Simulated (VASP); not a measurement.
# Ca2C (Fm-3m) in VASP: further runs

The runs below take Ca2C through single point, with r2SCAN.

Everything below comes from runs of VASP 6.6.1. Logs are shortened: lines on timing, memory, paths and dates and some standing lists are left out, and cuts for length are marked.

### Step 1. The cell of the first run

It takes space group Fm-3m (No. 225, cubic). The conventional cell has a = 6.194 Å, b = 6.194 Å, c = 6.194 Å, α = 90.00°, β = 90.00°, γ = 90.00°. C (site symmetry m-3m) has 8 Ca at 2.68 Å within 3.5 Å. Within 3.5 Å of Ca (site symmetry -43m) lie 4 C at 2.68 Å and 6 Ca at 3.10 Å.

### Step 2. Single point, r2SCAN (19.80 Å³/atom)

POSCAR

```
Ca2C
1.0
    0.0000000000      3.0969764015      3.0969764015
    3.0969764015      0.0000000000      3.0969764015
    3.0969764015      3.0969764015      0.0000000000
C Ca
1 2
Direct
    0.0000000000      0.0000000000      0.0000000000
    0.2500000000      0.2500000000      0.2500000000
    0.7500000000      0.7500000000      0.7500000000
```

INCAR.step1

```
PREC = Accurate
ENCUT = 520
ISMEAR = 0
SIGMA = 0.01
LREAL = F
LASPH = T
NELM = 60
NBANDS = 19
GGA = PE
ALGO = Normal
EDIFF = 1E-4
LWAVE = T
LCHARG = F
```

INCAR.step2

```
PREC = Accurate
ENCUT = 520
EDIFF = 1E-7
ISMEAR = 0
SIGMA = 0.01
LREAL = F
LASPH = T
NELM = 60
ALGO = Normal
ISIF = 2
LWAVE = F
LCHARG = F
METAGGA = R2SCAN
LMIXTAU = T
NBANDS = 19
ISTART = 1
```

KPOINTS

```
regular mesh
0
Gamma
  6 6 6
```

Potentials or basis: VASP PAW PBE potentials, release 64 (C, Ca_sv).

Run with:

```bash
cat potpaw_PBE.64/C/POTCAR potpaw_PBE.64/Ca_sv/POTCAR > POTCAR
cp INCAR.step1 INCAR
mpirun -np 1 vasp_std > vasp.out
cp INCAR.step2 INCAR
mpirun -np 1 vasp_std > vasp.out
```

OUTCAR:

```text
PREC = Accurate
   ENCUT = 520
   EDIFF = 1E-7
   ISMEAR = 0
   LREAL = F
   LASPH = T
   NELM = 60
   ISIF = 2
   METAGGA = R2SCAN
   ISTART = 1

 ion  position               nearest neighbor table
   1  0.000  0.000  0.000-
   2  0.250  0.250  0.250-   3 3.10   3 3.10   3 3.10   3 3.10   3 3.10   3 3.10
   3  0.750  0.750  0.750-   2 3.10   2 3.10   2 3.10   2 3.10   2 3.10   2 3.10

  LATTYP: Found a face centered cubic cell.
 ALAT       =     6.1939528030

  Lattice vectors:

 A1 = (   0.0000000000,   3.0969764015,   3.0969764015)
 A2 = (   3.0969764015,   0.0000000000,   3.0969764015)
 A3 = (   3.0969764015,   3.0969764015,   0.0000000000)

Analysis of symmetry for initial positions (statically):
=====================================================================
 Subroutine PRICEL returns:
 Original cell was already a primitive cell.

 Routine SETGRP: Setting up the symmetry group for a
 face centered cubic supercell.

 Subroutine GETGRP returns: Found 48 space group operations
 (whereof 48 operations were pure point group operations)
 out of a pool of 48 trial point group operations.

The static configuration has the point symmetry O_h .

Analysis of symmetry for dynamics (positions and initial velocities):
=====================================================================
 Subroutine PRICEL returns:
 Original cell was already a primitive cell.

 Routine SETGRP: Setting up the symmetry group for a
 face centered cubic supercell.

 Subroutine GETGRP returns: Found 48 space group operations
 (whereof 48 operations were pure point group operations)
 out of a pool of 48 trial point group operations.

The dynamic configuration has the point symmetry O_h .

 Subroutine INISYM returns: Found 48 space group operations
 (whereof 48 operations are pure point group operations),
 and found     1 'primitive' translations

----------------------------------------------------------------------------------------

                                     Primitive cell

  volume of cell :      59.4078

  direct lattice vectors                    reciprocal lattice vectors
     0.000000000  3.096976402  3.096976402    -0.161447791  0.161447791  0.161447791
     3.096976402  0.000000000  3.096976402     0.161447791 -0.161447791  0.161447791
     3.096976402  3.096976402  0.000000000     0.161447791  0.161447791 -0.161447791

  length of vectors
     4.379786029  4.379786029  4.379786029     0.279635777  0.279635777  0.279635777

  position of ions in fractional coordinates (direct lattice)
     0.000000000  0.000000000  0.000000000
     0.250000000  0.250000000  0.250000000
     0.750000000  0.750000000  0.750000000

  ion indices of the primitive-cell ions
   primitive index   ion index
                 1           1
                 2           2
                 3           3

----------------------------------------------------------------------------------------

 KPOINTS: regular mesh

Automatic generation of k-mesh.
 Grid dimensions read from file:
 generate k-points for:    6    6    6

 Generating k-lattice:

  Cartesian coordinates                     Fractional coordinates (reciprocal lattice)
    -0.026907965  0.026907965  0.026907965     0.166666667  0.000000000  0.000000000
     0.026907965 -0.026907965  0.026907965     0.000000000  0.166666667  0.000000000
     0.026907965  0.026907965 -0.026907965     0.000000000  0.000000000  0.166666667

  Length of vectors
     0.046605963  0.046605963  0.046605963

  Shift w.r.t. Gamma in fractional coordinates (k-lattice)
     0.000000000  0.000000000  0.000000000

 Subroutine IBZKPT returns following result:
 ===========================================

 Found     16 irreducible k-points:

 Following reciprocal coordinates:
            Coordinates               Weight
  0.000000  0.000000  0.000000      1.000000
  0.166667  0.000000  0.000000      8.000000
  0.333333  0.000000  0.000000      8.000000
  0.500000  0.000000  0.000000      4.000000
  0.166667  0.166667  0.000000      6.000000
  0.333333  0.166667  0.000000     24.000000
[... 8 lines left out ...]
 -0.333333  0.333333  0.166667     24.000000
 -0.333333  0.500000  0.166667     12.000000
   k-points           NKPTS =     16   k-points in BZ     NKDIM =     16   number of bands    NBANDS=     19
   number of dos      NEDOS =    301   number of ions     NIONS =      3
   total plane-waves  NPLWV =  46656
   dimension x,y,z NGX =    36 NGY =   36 NGZ =   36
   dimension x,y,z NGXF=    72 NGYF=   72 NGZF=   72
   ions per type =               1   2
   NGX,Y,Z   is equivalent  to a cutoff of  13.66, 13.66, 13.66 a.u.
   NGXF,Y,Z  is equivalent  to a cutoff of  27.33, 27.33, 27.33 a.u.
 SYSTEM =  unknown system
   PREC   = accura    normal or accurate (medium, high low for compatibility)
   ISTART =      1    job   : 0-new  1-cont  2-samecut
   ICHARG =      0    charge: 1-file 2-atom 10-const
   ISPIN  =      1    spin polarized calculation?
   LNONCOLLINEAR =      F non collinear calculations
   LSORBIT =      F    spin-orbit coupling
   LASPH  =      T    aspherical Exc in radial PAW
   ENCUT  =  520.0 eV  38.22 Ry    6.18 a.u.   8.14  8.14  8.14*2*pi/ulx,y,z
   NELM   =     60;   NELMIN=  2; NELMDL=  0     # of ELM steps
   EDIFF  = 0.1E-06   stopping-criterion for ELM
   LREAL  =      F    real-space projection
   EDIFFG = 0.1E-05   stopping-criterion for IOM
   NSW    =      0    number of steps for IOM
   IBRION =     -1    ionic relax: 0-MD 1-quasi-New 2-CG
   NFREE  =      0    steps in history (QN), initial steepest desc. (CG)
   ISIF   =      2    stress and relaxation
   ISYM   =      2    0-nonsym 1-usesym 2-fastsym
   POTIM  = 0.5000    time-step for ionic-motion
   TEBEG  =    0.0;   TEEND  =   0.0 temperature during run
   PSTRESS=    0.0 pullay stress
   NELECT =      24.0000    total number of electrons
   NUPDOWN=      -1.0000    fix difference up-down
   EMIN   =  10.00;   EMAX   =-10.00  energy-range for DOS
   EFERMI =   0.00;   METHOD = LEGACY
   ISMEAR =     0;   SIGMA  =   0.01  broadening in eV -4-tet -1-fermi 0-gaus
   EFERMI_NEDOS =   21; number of points for ismear=-14 and -15
   IALGO  =     38    algorithm
   IMIX   =      4    mixing-type and parameters
     AMIX     =   0.40;   BMIX     =  1.00
     AMIX_MAG =   1.60;   BMIX_MAG =  1.00
  volume/ion in A,a.u.               =      19.80       133.63
  Fermi-wavevector in a.u.,A,eV,Ry     =   1.210219  2.286983 19.927506  1.464630
  Thomas-Fermi vector in A             =   2.345773
   LORBIT       =      0    0 simple, 1 ext, 2 COOP (PROOUT), +10 PAW based schemes
   METAGGA = R2SCAN    functional components
   LHFCALC =     F    Hartree Fock is set to
   AEXX    =    0.0000 exact exchange contribution
   IVDW    =     0    specifies the selected vdW correction
   LEPSILON=     F    determine dielectric tensor
   LRPA    =     F    only Hartree local field effects (RPA)
 non-spin polarized calculation
 Gauss-broadening in eV      SIGMA  =   0.01
  energy-cutoff  :      520.00
  volume of cell :       59.41
 maximum number of plane-waves:      1639
 NGX is ok and might be reduce to    36
   NGX = 17   NGY = 17   NGZ = 17

 number of electron      24.0000001 magnetization

 Free energy of the ion-electron system (eV)
  ---------------------------------------------------
  ext. energy  EPLUGINS =         0.00000000
  ---------------------------------------------------
  free energy    TOTEN  =       -23.28637299 eV

  energy without entropy =      -23.28637299  energy(sigma->0) =      -23.28637299

 E-fermi :   3.4968     XC(G=0): -10.1069

 val. band max:        3.4067355822   @ k =   0.5000   0.5000   0.0000
 cond. band min:       3.7707714029   @ k =   0.5000   0.5000   0.0000
 fundamental gap:      0.3640358207
 Fermi energy:         3.4967724707

 k-point     1 :       0.0000    0.0000    0.0000
  band No.  band energies     occupation
      1     -38.5161      2.00000
      2     -38.2807      2.00000
      3     -18.8170      2.00000
      4     -18.8170      2.00000
      5     -18.8170      2.00000
      6     -18.3504      2.00000
[... 11 lines left out ...]
     18       9.8515      0.00000
     19      10.5953      0.00000

 k-point     2 :       0.1667    0.0000    0.0000
  band No.  band energies     occupation
      1     -38.4997      2.00000
      2     -38.2958      2.00000
      3     -18.8009      2.00000
      4     -18.7899      2.00000
      5     -18.7899      2.00000
      6     -18.4029      2.00000
[... 11 lines left out ...]
     18       9.4561      0.00000
     19      10.7418      0.00000

 k-point     3 :       0.3333    0.0000    0.0000
  band No.  band energies     occupation
      1     -38.4552      2.00000
      2     -38.3375      2.00000
      3     -18.7500      2.00000
      4     -18.7131      2.00000
      5     -18.7131      2.00000
      6     -18.5257      2.00000
[... 11 lines left out ...]
     18       8.7590      0.00000
     19       9.3247      0.00000

 k-point     4 :       0.5000    0.0000    0.0000
  band No.  band energies     occupation
      1     -38.3957      2.00000
      2     -38.3956      2.00000
      3     -18.6714      2.00000
      4     -18.6394      2.00000
      5     -18.6062      2.00000
      6     -18.6061      2.00000
[... 11 lines left out ...]
     18       8.3994      0.00000
     19       8.5080      0.00000

 k-point     5 :       0.1667    0.1667    0.0000
  band No.  band energies     occupation
      1     -38.4955      2.00000
      2     -38.2994      2.00000
      3     -18.8454      2.00000
      4     -18.8453      2.00000
      5     -18.6728      2.00000
      6     -18.5387      2.00000
[... 11 lines left out ...]
     18       9.3735      0.00000
     19       9.5917      0.00000

 k-point     6 :       0.3333    0.1667    0.0000
  band No.  band energies     occupation
      1     -38.4641      2.00000
      2     -38.3283      2.00000
      3     -18.8471      2.00000
      4     -18.8376      2.00000
      5     -18.7072      2.00000
      6     -18.5374      2.00000
[... 11 lines left out ...]
     18       8.5623      0.00000
     19       9.7486      0.00000

 k-point     7 :       0.5000    0.1667    0.0000
  band No.  band energies     occupation
      1     -38.4148      2.00000
      2     -38.3756      2.00000
      3     -18.8429      2.00000
      4     -18.7898      2.00000
      5     -18.7639      2.00000
      6     -18.4646      2.00000
[... 11 lines left out ...]
     18       9.0433      0.00000
     19       9.2508      0.00000

 k-point     8 :      -0.3333    0.1667    0.0000
  band No.  band energies     occupation
      1     -38.4295      2.00000
      2     -38.3615      2.00000
      3     -18.8971      2.00000
      4     -18.6820      2.00000
      5     -18.6400      2.00000
      6     -18.5911      2.00000
[... 11 lines left out ...]
     18       8.7421      0.00000
     19       9.3477      0.00000

 k-point     9 :      -0.1667    0.1667    0.0000
  band No.  band energies     occupation
      1     -38.4752      2.00000
      2     -38.3183      2.00000
      3     -18.8759      2.00000
      4     -18.7091      2.00000
      5     -18.6873      2.00000
      6     -18.5332      2.00000
[... 11 lines left out ...]
     18       9.3499      0.00000
     19       9.7740      0.00000

 k-point    10 :       0.3333    0.3333    0.0000
  band No.  band energies     occupation
      1     -38.4540      2.00000
      2     -38.3364      2.00000
      3     -18.9014      2.00000
      4     -18.9014      2.00000
      5     -18.8981      2.00000
      6     -18.3755      2.00000
[... 11 lines left out ...]
     18       8.5265      0.00000
     19       9.9358      0.00000

 k-point    11 :       0.5000    0.3333    0.0000
  band No.  band energies     occupation
      1     -38.4282      2.00000
      2     -38.3604      2.00000
      3     -19.0075      2.00000
      4     -18.8939      2.00000
      5     -18.8846      2.00000
      6     -18.3320      2.00000
[... 11 lines left out ...]
     18       9.1647      0.00000
     19       9.3580      0.00000

 k-point    12 :      -0.3333    0.3333    0.0000
  band No.  band energies     occupation
      1     -38.3945      2.00000
      2     -38.3945      2.00000
      3     -19.0037      2.00000
      4     -18.8191      2.00000
      5     -18.7890      2.00000
      6     -18.4428      2.00000
[... 11 lines left out ...]
     18       9.0250      0.00000
     19       9.3741      0.00000

 k-point    13 :       0.5000    0.5000    0.0000
  band No.  band energies     occupation
      1     -38.4330      2.00000
      2     -38.3548      2.00000
      3     -19.0701      2.00000
      4     -18.9291      2.00000
      5     -18.9291      2.00000
      6     -18.2820      2.00000
[... 11 lines left out ...]
     18       9.0119      0.00000
     19       9.0119      0.00000

 k-point    14 :       0.5000    0.3333    0.1667
  band No.  band energies     occupation
      1     -38.4343      2.00000
      2     -38.3559      2.00000
      3     -18.9374      2.00000
      4     -18.8659      2.00000
      5     -18.7487      2.00000
      6     -18.4715      2.00000
[... 11 lines left out ...]
     18       9.3808      0.00000
     19       9.4858      0.00000

 k-point    15 :      -0.3333    0.3333    0.1667
  band No.  band energies     occupation
      1     -38.3945      2.00000
      2     -38.3945      2.00000
      3     -18.9636      2.00000
      4     -18.9344      2.00000
      5     -18.6149      2.00000
      6     -18.6144      2.00000
[... 11 lines left out ...]
     18       8.9134      0.00000
     19       9.4456      0.00000

 k-point    16 :      -0.3333    0.5000    0.1667
  band No.  band energies     occupation
      1     -38.4136      2.00000
      2     -38.3745      2.00000
      3     -19.0378      2.00000
      4     -18.9624      2.00000
      5     -18.7731      2.00000
      6     -18.4499      2.00000
[... 11 lines left out ...]
     18       8.5224      0.00000
     19       9.3851      0.00000

------------------------ aborting loop because EDIFF is reached ----------------------------------------

  FORCE on cell =-STRESS in cart. coord.  units (eV):
  Direction    XX          YY          ZZ          XY          YZ          ZX
  --------------------------------------------------------------------------------------
  -------------------------------------------------------------------------------------
  Total        0.8529125      0.8529125      0.8529125      0.0000000     -0.0000000      0.0000000
  in kB       23.0023054     23.0023054     23.0023054      0.0000000     -0.0000000      0.0000000
  external PRESSURE =      23.0023054 kB  Pullay stress =       0.0000000 kB

 VOLUME and BASIS-vectors are now :
 -----------------------------------------------------------------------------
  energy-cutoff  :      520.00
  volume of cell :       59.41
      direct lattice vectors                 reciprocal lattice vectors
     0.000000000  3.096976402  3.096976402    -0.161447791  0.161447791  0.161447791
     3.096976402  0.000000000  3.096976402     0.161447791 -0.161447791  0.161447791
     3.096976402  3.096976402  0.000000000     0.161447791  0.161447791 -0.161447791

 POSITION                                       TOTAL-FORCE (eV/Angst)
 -----------------------------------------------------------------------------------
      0.00000      0.00000      0.00000         0.000000      0.000000      0.000000
      1.54849      1.54849      1.54849        -0.000000     -0.000000     -0.000000
      4.64546      4.64546      4.64546         0.000000      0.000000      0.000000
 -----------------------------------------------------------------------------------
    total drift:                                0.000000      0.000000      0.000000

  FREE ENERGIE OF THE ION-ELECTRON SYSTEM (eV)
  ---------------------------------------------------
  free  energy   TOTEN  =       -23.2863729918 eV

  energy  without entropy=      -23.2863729918  energy(sigma->0) =      -23.28637299
```

It took 2.9 min on 1 thread of Intel Xeon 8259CL, shared host; peak memory 0.22 GiB.

What came out:

```yaml
Free_energy: -23.2864 eV
Pressure: 2.3 GPa
Band_gap_on_the_k_mesh: 0.36 eV
```

Caveat: the PAW data sets were made with another functional, which shifts forces and pressure a little. A k mesh can miss the band edges.

### Step 3. Single point, r2SCAN

This run uses another cell than the first one, of 20.42 Å³/atom.

POSCAR

```
Ca2C
1.0
    0.0000000000      3.1285803843      3.1285803843
    3.1285803843      0.0000000000      3.1285803843
    3.1285803843      3.1285803843      0.0000000000
C Ca
1 2
Direct
    0.0000000000      0.0000000000      0.0000000000
    0.2500000000      0.2500000000      0.2500000000
    0.7500000000      0.7500000000      0.7500000000
```

INCAR.step1

```
SYSTEM = Ca2C
  ALGO = Normal
  EDIFF = 1E-4
  ENCUT = 520
  GGA = PE
  ISMEAR = 0
  LASPH = .TRUE.
  LCHARG = .FALSE.
  LREAL = .FALSE.
  LWAVE = .TRUE.
  NBANDS = 19
  NELM = 100
  PREC = Accurate
  SIGMA = 0.01
```

INCAR.step2

```
SYSTEM = Ca2C
  ALGO = Normal
  EDIFF = 1E-6
  ENCUT = 520
  ISIF = 2
  ISMEAR = 0
  ISTART = 1
  LASPH = .TRUE.
  LCHARG = .FALSE.
  LMIXTAU = .TRUE.
  LREAL = .FALSE.
  LWAVE = .FALSE.
  METAGGA = R2SCAN
  NBANDS = 19
  NELM = 100
  PREC = Accurate
  SIGMA = 0.01
```

KPOINTS

```
k-points
0
G
  6 6 6
  0 0 0
```

Potentials or basis: VASP PAW PBE potentials, release 64 (C, Ca_sv).

Run with:

```bash
cat potpaw_PBE.64/C/POTCAR potpaw_PBE.64/Ca_sv/POTCAR > POTCAR
cp INCAR.step1 INCAR
mpirun -np 1 vasp_std > vasp.out
cp INCAR.step2 INCAR
mpirun -np 1 vasp_std > vasp.out
```

It took 3 min on 1 thread of Intel Xeon 8259CL, shared host; peak memory 0.22 GiB.

It converged, with:

| Item | Value |
| --- | --- |
| Free energy | -23.3022 eV |
| Pressure | 0.4 GPa |
| Band gap on the k mesh | 0.40 eV |

Levels at points of the mesh, in eV from the valence-band top:
```
           k point  band 10  band 11  band 12  band 13  band 14  band 15
(0.00, 0.00, 0.00)    -1.09    -1.09    -1.09     1.11     2.20     2.20
(0.50, 0.00, 0.00)    -1.94    -0.42    -0.42     3.05     3.34     3.34
(0.50, 0.50, 0.00)    -1.98     0.00     0.00     0.40     2.94     3.12
```

Caveat: the PAW data sets were made with another functional, which shifts forces and pressure a little.
